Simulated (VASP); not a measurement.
# HfN (P6_3/mmc) in VASP: further runs

HfN is run at these levels: LDA; tasks: single point, relaxation of cell and atoms.

All numbers are computed with VASP 6.6.1; they aren't measurements. Logs are shortened: lines on timing, memory, paths and dates and some standing lists are left out, and cuts for length are marked.

## Step 1: The cell of the first run

Symmetry: P6_3/mmc, No. 194, hexagonal system. Conventional cell: a = 3.103 Å, b = 3.103 Å, c = 5.351 Å, α = 90.00°, β = 90.00°, γ = 120.00°. Hf (site symmetry -6m2) has 6 N at 2.24 Å within 3.0 Å. Within 3.0 Å of N (site symmetry -3m) lie 6 Hf at 2.24 Å and 2 N at 2.68 Å.

## Step 2: Single point, LDA

INCAR reads:

```
PREC = Accurate
ENCUT = 520
EDIFF = 1E-6
ISMEAR = 0
SIGMA = 0.1
LREAL = F
LASPH = T
NELM = 60
ALGO = Normal
ISIF = 2
LWAVE = F
LCHARG = F
NBANDS = 23
```

KPOINTS reads:

```
Automatic mesh
0
Gamma
  18 18 8
```

POSCAR reads:

```
HfN
1.0
    3.1029633622      0.0000000000      0.0000000000
   -1.5514816811      2.6872450986      0.0000000000
    0.0000000000      0.0000000000      5.3514980452
Hf N
2 2
Direct
    0.6666666667      0.3333333333      0.7500000000
    0.3333333333      0.6666666667      0.2500000000
    0.0000000000      0.0000000000      0.0000000000
    0.0000000000      0.0000000000      0.5000000000
```

Potentials or basis: VASP PAW LDA potentials, release 64 (Hf_pv, N).

Run with:

```bash
> cat potpaw_LDA.64/Hf_pv/POTCAR potpaw_LDA.64/N/POTCAR > POTCAR
> mpirun -np 1 vasp_std > vasp.out
```

OUTCAR:

```text
PREC = Accurate
   ENCUT = 520
   EDIFF = 1E-6
   ISMEAR = 0
   LREAL = F
   LASPH = T
   NELM = 60
   ISIF = 2

 ion  position               nearest neighbor table
   1  0.667  0.333  0.750-   3 2.24   4 2.24   3 2.24   4 2.24   3 2.24   4 2.24   2 3.22   2 3.22
                             2 3.22   2 3.22   2 3.22   2 3.22
   2  0.333  0.667  0.250-   3 2.24   4 2.24   3 2.24   4 2.24   3 2.24   4 2.24   1 3.22   1 3.22
                             1 3.22   1 3.22   1 3.22   1 3.22
   3  0.000  0.000  0.000-   1 2.24   2 2.24   2 2.24   1 2.24   1 2.24   2 2.24
   4  0.000  0.000  0.500-   1 2.24   2 2.24   2 2.24   1 2.24   1 2.24   2 2.24

  LATTYP: Found a hexagonal cell.
 ALAT       =     3.1029633622
 C/A-ratio  =     1.7246410674

  Lattice vectors:

 A1 = (   3.1029633622,   0.0000000000,   0.0000000000)
 A2 = (  -1.5514816811,   2.6872450986,   0.0000000000)
 A3 = (   0.0000000000,   0.0000000000,   5.3514980452)

Analysis of symmetry for initial positions (statically):
=====================================================================
 Subroutine PRICEL returns:
 Original cell was already a primitive cell.

 Routine SETGRP: Setting up the symmetry group for a
 hexagonal supercell.

 Subroutine GETGRP returns: Found 24 space group operations
 (whereof 12 operations were pure point group operations)
 out of a pool of 24 trial point group operations.

The static configuration has the point symmetry D_3d.
 The point group associated with its full space group is D_6h.

Analysis of symmetry for dynamics (positions and initial velocities):
=====================================================================
 Subroutine PRICEL returns:
 Original cell was already a primitive cell.

 Routine SETGRP: Setting up the symmetry group for a
 hexagonal supercell.

 Subroutine GETGRP returns: Found 24 space group operations
 (whereof 12 operations were pure point group operations)
 out of a pool of 24 trial point group operations.

The dynamic configuration has the point symmetry D_3d.
 The point group associated with its full space group is D_6h.

 Subroutine INISYM returns: Found 24 space group operations
 (whereof 12 operations are pure point group operations),
 and found     1 'primitive' translations

----------------------------------------------------------------------------------------

                                     Primitive cell

  volume of cell :      44.6231

  direct lattice vectors                    reciprocal lattice vectors
     3.102963362  0.000000000  0.000000000     0.322272577  0.186064159  0.000000000
    -1.551481681  2.687245099  0.000000000     0.000000000  0.372128319  0.000000000
     0.000000000  0.000000000  5.351498045     0.000000000  0.000000000  0.186863564

  length of vectors
     3.102963362  3.102963362  5.351498045     0.372128319  0.372128319  0.186863564

  position of ions in fractional coordinates (direct lattice)
     0.666666667  0.333333333  0.750000000
     0.333333333  0.666666667  0.250000000
     0.000000000  0.000000000  0.000000000
     0.000000000  0.000000000  0.500000000

  ion indices of the primitive-cell ions
   primitive index   ion index
                 1           1
                 2           2
                 3           3
                 4           4

----------------------------------------------------------------------------------------

 KPOINTS: Automatic mesh

Automatic generation of k-mesh.
 Grid dimensions read from file:
 generate k-points for:   18   18    8

 Generating k-lattice:

  Cartesian coordinates                     Fractional coordinates (reciprocal lattice)
     0.017904032  0.010336898  0.000000000     0.055555556  0.000000000  0.000000000
     0.000000000  0.020673795  0.000000000     0.000000000  0.055555556  0.000000000
     0.000000000  0.000000000  0.023357946     0.000000000  0.000000000  0.125000000

  Length of vectors
     0.020673795  0.020673795  0.023357946

  Shift w.r.t. Gamma in fractional coordinates (k-lattice)
     0.000000000  0.000000000  0.000000000

 Subroutine IBZKPT returns following result:
 ===========================================

 Found    185 irreducible k-points:

 Following reciprocal coordinates:
            Coordinates               Weight
  0.000000  0.000000  0.000000      1.000000
  0.055556 -0.000000  0.000000      6.000000
  0.111111 -0.000000  0.000000      6.000000
  0.166667  0.000000  0.000000      6.000000
  0.222222  0.000000  0.000000      6.000000
  0.277778  0.000000  0.000000      6.000000
[... 16 lines left out ...]
  0.333333  0.111111  0.000000     12.000000
  0.388889  0.111111  0.000000     12.000000
 [... further k-points ...]
   k-points           NKPTS =    185   k-points in BZ     NKDIM =    185   number of bands    NBANDS=     23
   number of dos      NEDOS =    301   number of ions     NIONS =      4
   total plane-waves  NPLWV =  23040
   dimension x,y,z NGX =    24 NGY =   24 NGZ =   40
   dimension x,y,z NGXF=    48 NGYF=   48 NGZF=   80
   ions per type =               2   2
   NGX,Y,Z   is equivalent  to a cutoff of  12.86, 12.86, 12.43 a.u.
   NGXF,Y,Z  is equivalent  to a cutoff of  25.72, 25.72, 24.85 a.u.
 SYSTEM =  unknown system
   PREC   = accura    normal or accurate (medium, high low for compatibility)
   ISTART =      0    job   : 0-new  1-cont  2-samecut
   ICHARG =      2    charge: 1-file 2-atom 10-const
   ISPIN  =      1    spin polarized calculation?
   LNONCOLLINEAR =      F non collinear calculations
   LSORBIT =      F    spin-orbit coupling
   LASPH  =      T    aspherical Exc in radial PAW
   ENCUT  =  520.0 eV  38.22 Ry    6.18 a.u.   5.77  5.77  9.95*2*pi/ulx,y,z
   NELM   =     60;   NELMIN=  2; NELMDL= -5     # of ELM steps
   EDIFF  = 0.1E-05   stopping-criterion for ELM
   LREAL  =      F    real-space projection
   EDIFFG = 0.1E-04   stopping-criterion for IOM
   NSW    =      0    number of steps for IOM
   IBRION =     -1    ionic relax: 0-MD 1-quasi-New 2-CG
   NFREE  =      0    steps in history (QN), initial steepest desc. (CG)
   ISIF   =      2    stress and relaxation
   ISYM   =      2    0-nonsym 1-usesym 2-fastsym
   POTIM  = 0.5000    time-step for ionic-motion
   TEBEG  =    0.0;   TEEND  =   0.0 temperature during run
   PSTRESS=    0.0 pullay stress
   NELECT =      30.0000    total number of electrons
   NUPDOWN=      -1.0000    fix difference up-down
   EMIN   =  10.00;   EMAX   =-10.00  energy-range for DOS
   EFERMI =   0.00;   METHOD = LEGACY
   ISMEAR =     0;   SIGMA  =   0.10  broadening in eV -4-tet -1-fermi 0-gaus
   EFERMI_NEDOS =   21; number of points for ismear=-14 and -15
   IALGO  =     38    algorithm
   IMIX   =      4    mixing-type and parameters
     AMIX     =   0.40;   BMIX     =  1.00
     AMIX_MAG =   1.60;   BMIX_MAG =  1.00
  volume/ion in A,a.u.               =      11.16        75.28
  Fermi-wavevector in a.u.,A,eV,Ry     =   1.434153  2.710156 27.984392  2.056795
  Thomas-Fermi vector in A             =   2.553593
   LORBIT       =      0    0 simple, 1 ext, 2 COOP (PROOUT), +10 PAW based schemes
   GGA     = CA    functional components
   LHFCALC =     F    Hartree Fock is set to
   AEXX    =    0.0000 exact exchange contribution
   IVDW    =     0    specifies the selected vdW correction
   LEPSILON=     F    determine dielectric tensor
   LRPA    =     F    only Hartree local field effects (RPA)
 non-spin polarized calculation
 Gauss-broadening in eV      SIGMA  =   0.10
  energy-cutoff  :      520.00
  volume of cell :       44.62
 maximum number of plane-waves:      1224
 NGX is ok and might be reduce to    24
   NGX = 11   NGY = 11   NGZ = 19

 number of electron      30.0000003 magnetization

 Free energy of the ion-electron system (eV)
  ---------------------------------------------------
  ext. energy  EPLUGINS =         0.00000000
  ---------------------------------------------------
  free energy    TOTEN  =       -47.61127316 eV

  energy without entropy =      -47.60855169  energy(sigma->0) =      -47.60991242

 E-fermi :   8.0428     XC(G=0): -13.1558

 val. band max:        8.0395947760   @ k =   0.2222   0.0000   0.5000
 cond. band min:       8.0584849098   @ k =   0.0556  -0.0000   0.1250
 fundamental gap:      0.0188901337
 Fermi energy:         8.0428426275

 k-point     1 :       0.0000    0.0000    0.0000
  band No.  band energies     occupation
      1     -23.4688      2.00000
      2     -22.4707      2.00000
      3     -22.3732      2.00000
      4     -22.3732      2.00000
      5     -22.3037      2.00000
      6     -22.3037      2.00000
[... 15 lines left out ...]
     22      13.9033      0.00000
     23      13.9033      0.00000

 k-point     2 :       0.0556   -0.0000    0.0000
  band No.  band energies     occupation
      1     -23.4560      2.00000
      2     -22.4718      2.00000
      3     -22.4043      2.00000
      4     -22.3834      2.00000
      5     -22.3343      2.00000
      6     -22.3061      2.00000
[... 15 lines left out ...]
     22      13.7802      0.00000
     23      13.8883      0.00000

 k-point     3 :       0.1111   -0.0000    0.0000
  band No.  band energies     occupation
      1     -23.4188      2.00000
      2     -22.4950      2.00000
      3     -22.4755      2.00000
      4     -22.4187      2.00000
      5     -22.4108      2.00000
      6     -22.3148      2.00000
[... 15 lines left out ...]
     22      13.4633      0.00000
     23      13.8527      0.00000
[... 495 lines left out ...]
 k-point    23 :       0.3333    0.1111    0.0000
  band No.  band energies     occupation
      1     -23.2537      2.00000
      2     -23.0529      2.00000
      3     -22.9903      2.00000
      4     -22.6662      2.00000
      5     -22.5845      2.00000
      6     -22.4922      2.00000
[... 15 lines left out ...]
     22      14.5802      0.00000
     23      15.0828      0.00000

 k-point    24 :       0.3889    0.1111    0.0000
  band No.  band energies     occupation
      1     -23.3281      2.00000
      2     -23.1055      2.00000
      3     -22.9218      2.00000
      4     -22.6976      2.00000
      5     -22.6194      2.00000
      6     -22.5089      2.00000
[... 15 lines left out ...]
     22      14.6141      0.00000
     23      15.5346      0.00000

 [... further k-points ...]

------------------------ aborting loop because EDIFF is reached ----------------------------------------

  FORCE on cell =-STRESS in cart. coord.  units (eV):
  Direction    XX          YY          ZZ          XY          YZ          ZX
  --------------------------------------------------------------------------------------
  -------------------------------------------------------------------------------------
  Total       -0.3196342     -0.3196342     -0.3044601     -0.0000000      0.0000000     -0.0000000
  in kB      -11.4763711    -11.4763711    -10.9315498     -0.0000000      0.0000000     -0.0000000
  external PRESSURE =     -11.2947640 kB  Pullay stress =       0.0000000 kB

 VOLUME and BASIS-vectors are now :
 -----------------------------------------------------------------------------
  energy-cutoff  :      520.00
  volume of cell :       44.62
      direct lattice vectors                 reciprocal lattice vectors
     3.102963362  0.000000000  0.000000000     0.322272577  0.186064159  0.000000000
    -1.551481681  2.687245099  0.000000000     0.000000000  0.372128319  0.000000000
     0.000000000  0.000000000  5.351498045     0.000000000  0.000000000  0.186863564

 POSITION                                       TOTAL-FORCE (eV/Angst)
 -----------------------------------------------------------------------------------
      1.55148      0.89575      4.01362        -0.000000     -0.000000      0.000000
     -0.00000      1.79150      1.33787         0.000000      0.000000      0.000000
      0.00000      0.00000      0.00000         0.000000      0.000000      0.000000
      0.00000      0.00000      2.67575         0.000000      0.000000      0.000000
 -----------------------------------------------------------------------------------
    total drift:                                0.000000     -0.000000      0.000000

  FREE ENERGIE OF THE ION-ELECTRON SYSTEM (eV)
  ---------------------------------------------------
  free  energy   TOTEN  =       -47.6112731553 eV

  energy  without entropy=      -47.6085516856  energy(sigma->0) =      -47.60991242
```

It took 78 s on 1 thread of Intel Xeon Platinum 8488C (Sapphire Rapids), shared host; peak memory 0.27 GiB.

What came out:

```
Free energy            : -47.6113 eV
Pressure               : -1.1 GPa
Band gap on the k mesh : zero (band 15 reaches 9.99 eV, above the bottom of band 16 at 7.59 eV)
```

Levels at points of the mesh, in eV from the Fermi level:
| k point | band 13 | band 14 | band 15 | band 16 | band 17 | band 18 |
| --- | --- | --- | --- | --- | --- | --- |
| (0.00, 0.00, 0.00) | -3.64 | -1.65 | -0.66 | 0.70 | 0.70 | 1.41 |
| (0.50, 0.00, 0.00) | -3.22 | -2.85 | -2.37 | 2.61 | 2.92 | 4.58 |
| (0.00, 0.00, 0.50) | -4.48 | -4.48 | 1.95 | 1.95 | 2.99 | 2.99 |
| (0.50, 0.00, 0.50) | -4.53 | -4.53 | -0.20 | -0.20 | 4.91 | 4.91 |

Caveat: spin-orbit coupling is left out, which moves the levels of the heavy elements.

## Step 3: Relaxation of cell and atoms, LDA

INCAR reads:

```
SYSTEM = HfN
PREC     = Accurate       ! precision mode
ENCUT    = 600            ! plane-wave cutoff, eV
EDIFF    = 1E-6           ! SCF threshold, eV
ISMEAR   = 0              ! smearing method
SIGMA    = 0.1            ! smearing width, eV
LREAL    = .False.        ! projectors in reciprocal space
LASPH    = .True.         ! aspherical terms in the spheres
NELM     = 100            ! most SCF steps
ALGO     = Normal         ! electronic algorithm
ISIF     = 3              ! what is computed and relaxed
LWAVE    = .False.        ! write WAVECAR
LCHARG   = .False.        ! write CHGCAR
IBRION   = 2              ! ionic algorithm
NSW      = 100            ! ionic steps
EDIFFG   = -0.005         ! ionic threshold
```

KPOINTS reads:

```
Automatic mesh
0
Gamma
  18 18 8
  0 0 0
```

POSCAR reads:

```
HfN
1.0
    3.0997986903      0.0000000000      0.0000000000
   -1.5498993452      2.6845044124      0.0000000000
    0.0000000000      0.0000000000      5.3700149326
Hf N
2 2
Direct
    0.6666666667      0.3333333333      0.7500000000
    0.3333333333      0.6666666667      0.2500000000
    0.0000000000      0.0000000000      0.0000000000
    0.0000000000      0.0000000000      0.5000000000
```

Potentials or basis: VASP PAW LDA potentials, release 64 (Hf_pv, N).

Run with:

```bash
> cat potpaw_LDA.64/Hf_pv/POTCAR potpaw_LDA.64/N/POTCAR > POTCAR
> mpirun -np 1 vasp_std > vasp.out
```

It took 6.1 min on 1 thread of Intel Xeon Platinum 8488C (Sapphire Rapids), shared host; peak memory 0.29 GiB.

The run converged. Its results:

* Free energy: -47.6131 eV
* Relaxed volume: 11.11 Å³/atom
* Relaxed cell: a = 3.099 Å, b = 3.099 Å, c = 5.345 Å, α = 90.00°, β = 90.00°, γ = 120.00°
* Space group after relaxing (to 0.05 Å): P6_3/mmc (No. 194)
* Energy gained by relaxing: 0.5 meV/atom
* Ionic steps: 5
* Pressure after relaxing: 0.0 GPa
* Band gap on the k mesh: zero (band 15 reaches 10.04 eV, above the bottom of band 16 at 7.62 eV)

Step by step:
```
step  energy change (eV)  largest force (eV/Å)  pressure (GPa)  volume (Å³)
   1              0.0000                0.0000           -1.62        44.69
   2              0.0034                0.0000            3.40        43.96
   3             -0.0019                0.0000            0.22        44.41
   4             -0.0020                0.0000           -0.12        44.46
   5             -0.0020                0.0000           -0.02        44.45
```

Final structure:
```xyz
4
Lattice="3.0987 0.0000 0.0000 -1.5493 2.6835 0.0000 0.0000 0.0000 5.3451" Properties=species:S:1:pos:R:3 pbc="T T T"
Hf    1.5493    0.8945    4.0088
Hf    0.0000    1.7890    1.3363
N     0.0000    0.0000    5.3451
N    -1.5493    2.6835    2.6726
```

Levels at points of the mesh, in eV from the Fermi level:
```tsv
k point	band 11	band 12	band 13	band 14	band 15	band 16	band 17	band 18	band 19
(0.00, 0.00, 0.00)	-4.84	-3.65	-3.65	-1.65	-0.66	0.70	0.70	1.44	1.85
(0.50, 0.00, 0.00)	-5.78	-5.63	-3.22	-2.86	-2.37	2.62	2.93	4.60	4.83
(0.00, 0.00, 0.50)	-4.49	-4.49	-4.49	-4.49	1.96	1.96	3.00	3.00	3.00
(0.50, 0.00, 0.50)	-5.59	-5.59	-4.54	-4.54	-0.19	-0.19	4.94	4.94	4.97
```

Caveat: spin-orbit coupling is left out, which moves the levels of the heavy elements.

## Step 4: Single point, LDA

This run uses another cell than the first one, of 10.46 Å³/atom, 0.937 times its volume.

INCAR reads:

```
ALGO = Normal ; EDIFF = 1E-7
ENCUT = 520 ; GGA = CA
ISIF = 2 ; ISMEAR = -1
LASPH = T ; LCHARG = F
LREAL = F ; LWAVE = F
NBANDS = 23 ; NELM = 60
PREC = Accurate ; SIGMA = 0.15
```

KPOINTS reads:

```
k-points
0
Gamma
  15 15 8
```

POSCAR reads:

```
HfN
1.0
    3.0345462583      0.0000000000      0.0000000000
   -1.5172731291      2.6279941486      0.0000000000
    0.0000000000      0.0000000000      5.2449969234
Hf N
2 2
Direct
    0.6666666667      0.3333333333      0.7500000000
    0.3333333333      0.6666666667      0.2500000000
    0.0000000000      0.0000000000      0.0000000000
    0.0000000000      0.0000000000      0.5000000000
```

Run with:

```bash
> cat potpaw_LDA.64/Hf_pv/POTCAR potpaw_LDA.64/N/POTCAR > POTCAR
> mpirun -np 1 vasp_std > vasp.out
```

It took 78 s on 1 thread of Intel Xeon Platinum 8259CL at 2.50GHz (Skylake/Cascade Lake), shared host; peak memory 0.22 GiB.

Results (log left out):

```yaml
Free_energy: -47.4737 eV
Pressure: 21.0 GPa
Band_gap_on_the_k_mesh: zero (band 15 reaches 10.76 eV, above the bottom of band 16 at 8.14 eV)
```

Stress tensor (GPa, compression positive):
```
20.99  0.00  0.00
 0.00 20.99  0.00
 0.00  0.00 21.13
```

Levels at points of the mesh, in eV from the Fermi level:
| k point | band 13 | band 14 | band 15 | band 16 | band 17 | band 18 |
| --- | --- | --- | --- | --- | --- | --- |
| (0.00, 0.00, 0.00) | -3.82 | -1.67 | -0.77 | 0.72 | 0.72 | 1.87 |
| (0.00, 0.00, 0.50) | -4.70 | -4.70 | 2.11 | 2.11 | 3.21 | 3.21 |

Caveat: spin-orbit coupling is left out, which moves the levels of the heavy elements.

## Step 5: Overview

```csv
task,cell,k mesh,cutoff (eV),smearing,gap on the mesh (eV),pressure (GPa)
single point,"a = 3.103, b = 3.103, c = 5.351 Å, angles 90.0, 90.0, 120.0°, 4 atoms",18 × 18 × 8,520,gaussian 0.1 eV,none,-1.1
relaxation of cell and atoms,"relaxed from a = 3.100, b = 3.100, c = 5.370 Å, angles 90.0, 90.0, 120.0°, 4 atoms",18 × 18 × 8,600,gaussian 0.1 eV,none,0.0
single point,"a = 3.035, b = 3.035, c = 5.245 Å, angles 90.0, 90.0, 120.0°, 4 atoms",15 × 15 × 8,520,fermi-dirac 0.15 eV,none,21.0
```

Alike in all rows: level LDA; potentials or basis VASP PAW LDA potentials, release 64 (Hf_pv, N); no spin polarisation.

Caveats: spin-orbit coupling is left out, which moves the levels of the heavy elements.

Total energies depend on the potentials used, so only differences within one code and one set of settings carry meaning.
